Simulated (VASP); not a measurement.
# BeS (F-43m) in VASP: notebook

BeS is run at these levels: PBE; tasks: single point.

Everything below comes from runs of VASP 6.6.1. Logs are shortened: lines on timing, memory, paths and dates and some standing lists are left out, and cuts for length are marked.

## Step 1: The cell of the first run

The structure is cubic, space group F-43m (No. 216). The conventional cell has a = 4.917 Å, b = 4.917 Å, c = 4.917 Å, α = 90.00°, β = 90.00°, γ = 90.00°. Within 2.8 Å of Be (site symmetry -43m) lie 4 S at 2.13 Å. Within 2.8 Å of S (site symmetry -43m) lie 4 Be at 2.13 Å.

## Step 2: Single point, PBE (strain +1.0%)

INCAR reads:

```
PREC     = Accurate       # precision mode
ENCUT    = 520            # plane-wave cutoff, eV
EDIFF    = 1E-6           # SCF threshold, eV
ISMEAR   = 0              # smearing method
SIGMA    = 0.01           # smearing width, eV
LREAL    = F              # projectors in reciprocal space
LASPH    = T              # aspherical terms in the spheres
NELM     = 100            # most SCF steps
ALGO     = Normal         # electronic algorithm
ISIF     = 2              # what is computed and relaxed
LWAVE    = F              # write WAVECAR
LCHARG   = F              # write CHGCAR
GGA      = PE             # functional
NBANDS   = 11             # bands
```

KPOINTS reads:

```
Automatic mesh
0
Gamma
  6 6 6
```

POSCAR reads:

```
BeS
1.0
    0.0000000000      2.4586492927      2.4586492927
    2.4586492927      0.0000000000      2.4586492927
    2.4586492927      2.4586492927      0.0000000000
Be S
1 1
Direct
    0.0000000000      0.0000000000      0.0000000000
    0.2500000000      0.2500000000      0.2500000000
```

Potentials or basis: VASP PAW PBE potentials, release 64 (Be, S).

The run is started by

```bash
$ cat potpaw_PBE.64/Be/POTCAR potpaw_PBE.64/S/POTCAR > POTCAR
$ mpirun -np 1 vasp_std > vasp.out
```

OUTCAR:

```text
PREC = Accurate
   ENCUT = 520
   EDIFF = 1E-6
   ISMEAR = 0
   LREAL = F
   LASPH = T
   NELM = 100
   ISIF = 2
   GGA = PE

 ion  position               nearest neighbor table
   1  0.000  0.000  0.000-   2 2.13   2 2.13   2 2.13   2 2.13
   2  0.250  0.250  0.250-   1 2.13   1 2.13   1 2.13   1 2.13

  LATTYP: Found a face centered cubic cell.
 ALAT       =     4.9172985854

  Lattice vectors:

 A1 = (   0.0000000000,   2.4586492927,   2.4586492927)
 A2 = (   2.4586492927,   0.0000000000,   2.4586492927)
 A3 = (   2.4586492927,   2.4586492927,   0.0000000000)

Analysis of symmetry for initial positions (statically):
=====================================================================
 Subroutine PRICEL returns:
 Original cell was already a primitive cell.

 Routine SETGRP: Setting up the symmetry group for a
 face centered cubic supercell.

 Subroutine GETGRP returns: Found 24 space group operations
 (whereof 24 operations were pure point group operations)
 out of a pool of 48 trial point group operations.

The static configuration has the point symmetry T_d .

Analysis of symmetry for dynamics (positions and initial velocities):
=====================================================================
 Subroutine PRICEL returns:
 Original cell was already a primitive cell.

 Routine SETGRP: Setting up the symmetry group for a
 face centered cubic supercell.

 Subroutine GETGRP returns: Found 24 space group operations
 (whereof 24 operations were pure point group operations)
 out of a pool of 48 trial point group operations.

The dynamic configuration has the point symmetry T_d .

 Subroutine INISYM returns: Found 24 space group operations
 (whereof 24 operations are pure point group operations),
 and found     1 'primitive' translations

----------------------------------------------------------------------------------------

                                     Primitive cell

  volume of cell :      29.7249

  direct lattice vectors                    reciprocal lattice vectors
     0.000000000  2.458649293  2.458649293    -0.203363693  0.203363693  0.203363693
     2.458649293  0.000000000  2.458649293     0.203363693 -0.203363693  0.203363693
     2.458649293  2.458649293  0.000000000     0.203363693  0.203363693 -0.203363693

  length of vectors
     3.477055175  3.477055175  3.477055175     0.352236249  0.352236249  0.352236249

  position of ions in fractional coordinates (direct lattice)
     0.000000000  0.000000000  0.000000000
     0.250000000  0.250000000  0.250000000

  ion indices of the primitive-cell ions
   primitive index   ion index
                 1           1
                 2           2

----------------------------------------------------------------------------------------

 KPOINTS: Automatic mesh

Automatic generation of k-mesh.
 Grid dimensions read from file:
 generate k-points for:    6    6    6

 Generating k-lattice:

  Cartesian coordinates                     Fractional coordinates (reciprocal lattice)
    -0.033893949  0.033893949  0.033893949     0.166666667  0.000000000  0.000000000
     0.033893949 -0.033893949  0.033893949     0.000000000  0.166666667  0.000000000
     0.033893949  0.033893949 -0.033893949     0.000000000  0.000000000  0.166666667

  Length of vectors
     0.058706041  0.058706041  0.058706041

  Shift w.r.t. Gamma in fractional coordinates (k-lattice)
     0.000000000  0.000000000  0.000000000

 Subroutine IBZKPT returns following result:
 ===========================================

 Found     16 irreducible k-points:

 Following reciprocal coordinates:
            Coordinates               Weight
  0.000000  0.000000  0.000000      1.000000
  0.166667  0.000000  0.000000      8.000000
  0.333333  0.000000  0.000000      8.000000
  0.500000  0.000000  0.000000      4.000000
  0.166667  0.166667  0.000000      6.000000
  0.333333  0.166667  0.000000     24.000000
[... 8 lines left out ...]
 -0.333333  0.333333  0.166667     24.000000
 -0.333333  0.500000  0.166667     12.000000
   k-points           NKPTS =     16   k-points in BZ     NKDIM =     16   number of bands    NBANDS=     11
   number of dos      NEDOS =    301   number of ions     NIONS =      2
   total plane-waves  NPLWV =  21952
   dimension x,y,z NGX =    28 NGY =   28 NGZ =   28
   dimension x,y,z NGXF=    56 NGYF=   56 NGZF=   56
   ions per type =               1   1
   NGX,Y,Z   is equivalent  to a cutoff of  13.39, 13.39, 13.39 a.u.
   NGXF,Y,Z  is equivalent  to a cutoff of  26.77, 26.77, 26.77 a.u.
 SYSTEM =  unknown system
   PREC   = accura    normal or accurate (medium, high low for compatibility)
   ISTART =      0    job   : 0-new  1-cont  2-samecut
   ICHARG =      2    charge: 1-file 2-atom 10-const
   ISPIN  =      1    spin polarized calculation?
   LNONCOLLINEAR =      F non collinear calculations
   LSORBIT =      F    spin-orbit coupling
   LASPH  =      T    aspherical Exc in radial PAW
   ENCUT  =  520.0 eV  38.22 Ry    6.18 a.u.   6.47  6.47  6.47*2*pi/ulx,y,z
   NELM   =    100;   NELMIN=  2; NELMDL= -5     # of ELM steps
   EDIFF  = 0.1E-05   stopping-criterion for ELM
   LREAL  =      F    real-space projection
   EDIFFG = 0.1E-04   stopping-criterion for IOM
   NSW    =      0    number of steps for IOM
   IBRION =     -1    ionic relax: 0-MD 1-quasi-New 2-CG
   NFREE  =      0    steps in history (QN), initial steepest desc. (CG)
   ISIF   =      2    stress and relaxation
   ISYM   =      2    0-nonsym 1-usesym 2-fastsym
   POTIM  = 0.5000    time-step for ionic-motion
   TEBEG  =    0.0;   TEEND  =   0.0 temperature during run
   PSTRESS=    0.0 pullay stress
   NELECT =       8.0000    total number of electrons
   NUPDOWN=      -1.0000    fix difference up-down
   EMIN   =  10.00;   EMAX   =-10.00  energy-range for DOS
   EFERMI =   0.00;   METHOD = LEGACY
   ISMEAR =     0;   SIGMA  =   0.01  broadening in eV -4-tet -1-fermi 0-gaus
   EFERMI_NEDOS =   21; number of points for ismear=-14 and -15
   IALGO  =     38    algorithm
   IMIX   =      4    mixing-type and parameters
     AMIX     =   0.40;   BMIX     =  1.00
     AMIX_MAG =   1.60;   BMIX_MAG =  1.00
  volume/ion in A,a.u.               =      14.86       100.30
  Fermi-wavevector in a.u.,A,eV,Ry     =   1.056975  1.997394 15.200390  1.117197
  Thomas-Fermi vector in A             =   2.192231
   LORBIT       =      0    0 simple, 1 ext, 2 COOP (PROOUT), +10 PAW based schemes
   GGA     = PE    functional components
   LHFCALC =     F    Hartree Fock is set to
   AEXX    =    0.0000 exact exchange contribution
   IVDW    =     0    specifies the selected vdW correction
   LEPSILON=     F    determine dielectric tensor
   LRPA    =     F    only Hartree local field effects (RPA)
 non-spin polarized calculation
 Gauss-broadening in eV      SIGMA  =   0.01
  energy-cutoff  :      520.00
  volume of cell :       29.72
 maximum number of plane-waves:       821
 NGX is ok and might be reduce to    28
   NGX = 13   NGY = 13   NGZ = 13

 number of electron       7.9999999 magnetization

 Free energy of the ion-electron system (eV)
  ---------------------------------------------------
  ext. energy  EPLUGINS =         0.00000000
  ---------------------------------------------------
  free energy    TOTEN  =       -10.00586052 eV

  energy without entropy =      -10.00586052  energy(sigma->0) =      -10.00586052

 E-fermi :   3.8631     XC(G=0):  -9.5599

 val. band max:        3.7576925625   @ k =   0.0000   0.0000   0.0000
 cond. band min:       6.9562610038   @ k =   0.5000   0.5000   0.0000
 fundamental gap:      3.1985684413
 Fermi energy:         3.8631068677

 k-point     1 :       0.0000    0.0000    0.0000
  band No.  band energies     occupation
      1      -9.6640      2.00000
      2       3.7577      2.00000
      3       3.7577      2.00000
      4       3.7577      2.00000
      5       9.2981      0.00000
      6       9.4396      0.00000
      7       9.4396      0.00000
      8       9.4396      0.00000
      9      16.4886      0.00000
     10      16.4886      0.00000
     11      18.3089      0.00000

 k-point     2 :       0.1667    0.0000    0.0000
  band No.  band energies     occupation
      1      -9.3708      2.00000
      2       1.9425      2.00000
      3       3.4519      2.00000
      4       3.4519      2.00000
      5       9.2337      0.00000
      6       9.9774      0.00000
      7       9.9774      0.00000
      8      11.3348      0.00000
      9      15.5972      0.00000
     10      15.5972      0.00000
     11      18.1152      0.00000

 k-point     3 :       0.3333    0.0000    0.0000
  band No.  band energies     occupation
      1      -8.6461      2.00000
      2      -0.6097      2.00000
      3       2.9745      2.00000
      4       2.9745      2.00000
      5       9.1357      0.00000
      6      10.4043      0.00000
      7      10.4043      0.00000
      8      13.8755      0.00000
      9      16.2865      0.00000
     10      16.2865      0.00000
     11      17.7419      0.00000

 k-point     4 :       0.5000    0.0000    0.0000
  band No.  band energies     occupation
      1      -8.1646      2.00000
      2      -1.7690      2.00000
      3       2.7789      2.00000
      4       2.7789      2.00000
      5       9.0850      0.00000
      6      10.3246      0.00000
      7      10.3246      0.00000
      8      14.7641      0.00000
      9      18.5046      0.00000
     10      18.5046      0.00000
     11      18.5820      0.00000
[... 127 lines left out ...]
 k-point    14 :       0.5000    0.3333    0.1667
  band No.  band energies     occupation
      1      -8.1152      2.00000
      2      -0.4497      2.00000
      3       0.9184      2.00000
      4       1.9545      2.00000
      5       9.4977      0.00000
      6      10.7983      0.00000
      7      11.3871      0.00000
      8      13.8539      0.00000
      9      16.1448      0.00000
     10      18.0907      0.00000
     11      20.0842      0.00000

 k-point    15 :      -0.3333    0.3333    0.1667
  band No.  band energies     occupation
      1      -7.7670      2.00000
      2      -0.8865      2.00000
      3       0.4755      2.00000
      4       1.5067      2.00000
      5       9.9349      0.00000
      6      10.6993      0.00000
      7      12.9992      0.00000
      8      13.8934      0.00000
      9      14.7905      0.00000
     10      18.9265      0.00000
     11      19.7651      0.00000

 k-point    16 :      -0.3333    0.5000    0.1667
  band No.  band energies     occupation
      1      -7.6250      2.00000
      2      -0.6535      2.00000
      3       0.5141      2.00000
      4       0.7470      2.00000
      5       8.9092      0.00000
      6      10.4034      0.00000
      7      13.5740      0.00000
      8      14.0378      0.00000
      9      17.8110      0.00000
     10      18.0073      0.00000
     11      20.4456      0.00000

------------------------ aborting loop because EDIFF is reached ----------------------------------------

  FORCE on cell =-STRESS in cart. coord.  units (eV):
  Direction    XX          YY          ZZ          XY          YZ          ZX
  --------------------------------------------------------------------------------------
  -------------------------------------------------------------------------------------
  Total       -0.4060232     -0.4060232     -0.4060232     -0.0000000      0.0000000     -0.0000000
  in kB      -21.8847573    -21.8847573    -21.8847573     -0.0000000      0.0000000     -0.0000000
  external PRESSURE =     -21.8847573 kB  Pullay stress =       0.0000000 kB

 VOLUME and BASIS-vectors are now :
 -----------------------------------------------------------------------------
  energy-cutoff  :      520.00
  volume of cell :       29.72
      direct lattice vectors                 reciprocal lattice vectors
     0.000000000  2.458649293  2.458649293    -0.203363693  0.203363693  0.203363693
     2.458649293  0.000000000  2.458649293     0.203363693 -0.203363693  0.203363693
     2.458649293  2.458649293  0.000000000     0.203363693  0.203363693 -0.203363693

 POSITION                                       TOTAL-FORCE (eV/Angst)
 -----------------------------------------------------------------------------------
      0.00000      0.00000      0.00000        -0.000000     -0.000000     -0.000000
      1.22932      1.22932      1.22932         0.000000      0.000000      0.000000
 -----------------------------------------------------------------------------------
    total drift:                               -0.000000     -0.000000     -0.000000

  FREE ENERGIE OF THE ION-ELECTRON SYSTEM (eV)
  ---------------------------------------------------
  free  energy   TOTEN  =       -10.0058605204 eV

  energy  without entropy=      -10.0058605204  energy(sigma->0) =      -10.00586052
```

Run time: 8.3 s. Hardware: 1 thread of AMD EPYC 7R43 (Zen 3), shared host; peak memory 0.11 GiB.

What came out:

| Quantity | Value |
| --- | --- |
| Free energy | -10.0059 eV |
| Pressure | -2.2 GPa |
| Band gap on the k mesh | 3.20 eV, indirect (least direct gap 5.54 eV) |

Caveat: the cell differs from its parent crystal (strain +1.0%). A k mesh can miss the band edges.

## Step 3: Single point, PBE (strain +2.0%)

INCAR reads:

```
ALGO = Normal
EDIFF = 1E-6
ENCUT = 520
GGA = PE
ISIF = 2
ISMEAR = 0
LASPH = T
LCHARG = F
LREAL = F
LWAVE = F
NBANDS = 11
NELM = 80
PREC = Accurate
SIGMA = 0.01
```

KPOINTS reads:

```
k-points
0
Gamma
  6 6 6
```

POSCAR reads:

```
BeS
1.0
    0.0000000000      2.4829923550      2.4829923550
    2.4829923550      0.0000000000      2.4829923550
    2.4829923550      2.4829923550      0.0000000000
Be S
1 1
Direct
    0.0000000000      0.0000000000      0.0000000000
    0.2500000000      0.2500000000      0.2500000000
```

Potentials or basis: VASP PAW PBE potentials, release 64 (Be, S).

The run is started by

```bash
$ cat potpaw_PBE.64/Be/POTCAR potpaw_PBE.64/S/POTCAR > POTCAR
$ mpirun -np 1 vasp_std > vasp.out
```

OUTCAR:

```text
EDIFF = 1E-6
   ENCUT = 520
   GGA = PE
   ISIF = 2
   ISMEAR = 0
   LASPH = T
   LREAL = F
   NELM = 80
   PREC = Accurate

 ion  position               nearest neighbor table
   1  0.000  0.000  0.000-   2 2.15   2 2.15   2 2.15   2 2.15
   2  0.250  0.250  0.250-   1 2.15   1 2.15   1 2.15   1 2.15

  LATTYP: Found a face centered cubic cell.
 ALAT       =     4.9659847100

  Lattice vectors:

 A1 = (   0.0000000000,   2.4829923550,   2.4829923550)
 A2 = (   2.4829923550,   0.0000000000,   2.4829923550)
 A3 = (   2.4829923550,   2.4829923550,   0.0000000000)

Analysis of symmetry for initial positions (statically):
=====================================================================
 Subroutine PRICEL returns:
 Original cell was already a primitive cell.

 Routine SETGRP: Setting up the symmetry group for a
 face centered cubic supercell.

 Subroutine GETGRP returns: Found 24 space group operations
 (whereof 24 operations were pure point group operations)
 out of a pool of 48 trial point group operations.

The static configuration has the point symmetry T_d .

Analysis of symmetry for dynamics (positions and initial velocities):
[... 163 lines left out ...]
      4       3.4691      2.00000
      5       8.7695      0.00000
      6       9.1559      0.00000
      7       9.1559      0.00000
      8       9.1559      0.00000
      9      16.1401      0.00000
     10      16.1401      0.00000
     11      17.7928      0.00000
[... 197 lines left out ...]
 k-point    16 :      -0.3333    0.5000    0.1667
  band No.  band energies     occupation
      1      -7.8349      2.00000
      2      -0.8126      2.00000
      3       0.3462      2.00000
      4       0.5822      2.00000
      5       8.6194      0.00000
      6      10.0885      0.00000
      7      13.1327      0.00000
      8      13.5997      0.00000
      9      17.2179      0.00000
     10      17.5588      0.00000
     11      19.9350      0.00000

------------------------ aborting loop because EDIFF is reached ----------------------------------------

  FORCE on cell =-STRESS in cart. coord.  units (eV):
  Direction    XX          YY          ZZ          XY          YZ          ZX
  --------------------------------------------------------------------------------------
  -------------------------------------------------------------------------------------
  Total       -0.8690133     -0.8690133     -0.8690133      0.0000000      0.0000000      0.0000000
  in kB      -45.4758549    -45.4758549    -45.4758549      0.0000000      0.0000000      0.0000000
  external PRESSURE =     -45.4758549 kB  Pullay stress =       0.0000000 kB

 VOLUME and BASIS-vectors are now :
 -----------------------------------------------------------------------------
  energy-cutoff  :      520.00
  volume of cell :       30.62
      direct lattice vectors                 reciprocal lattice vectors
     0.000000000  2.482992355  2.482992355    -0.201369931  0.201369931  0.201369931
     2.482992355  0.000000000  2.482992355     0.201369931 -0.201369931  0.201369931
     2.482992355  2.482992355  0.000000000     0.201369931  0.201369931 -0.201369931

 POSITION                                       TOTAL-FORCE (eV/Angst)
 -----------------------------------------------------------------------------------
      0.00000      0.00000      0.00000         0.000000      0.000000      0.000000
      1.24150      1.24150      1.24150        -0.000000     -0.000000     -0.000000
 -----------------------------------------------------------------------------------
    total drift:                                0.000000      0.000000      0.000000

  FREE ENERGIE OF THE ION-ELECTRON SYSTEM (eV)
  ---------------------------------------------------
  free  energy   TOTEN  =        -9.9871674277 eV

  energy  without entropy=       -9.9871674277  energy(sigma->0) =       -9.98716743
```

stdout:

```text
POSCAR found type information on POSCAR BeS
 POSCAR found :  2 types and       2 ions
 scaLAPACK will be used
 LDA part: xc-table for (Slater+PW92), standard interpolation
 POSCAR, INCAR and KPOINTS ok, starting setup
 FFT: planning ... GRIDC
 FFT: planning ... GRID_SOFT
 FFT: planning ... GRID
 WAVECAR not read
 entering main loop
```

Wall time 9.8 s (1 thread of AMD EPYC 7R43 (Zen 3), shared host); peak memory 0.11 GiB.

Results:

| Item | Value |
| --- | --- |
| Free energy | -9.9872 eV |
| Pressure | -4.5 GPa |
| Band gap on the k mesh | 3.26 eV, indirect (least direct gap 5.30 eV) |

Caveat: the cell differs from its parent crystal (strain +2.0%). A k mesh can miss the band edges.

(Part 1 of 2 ends here.)
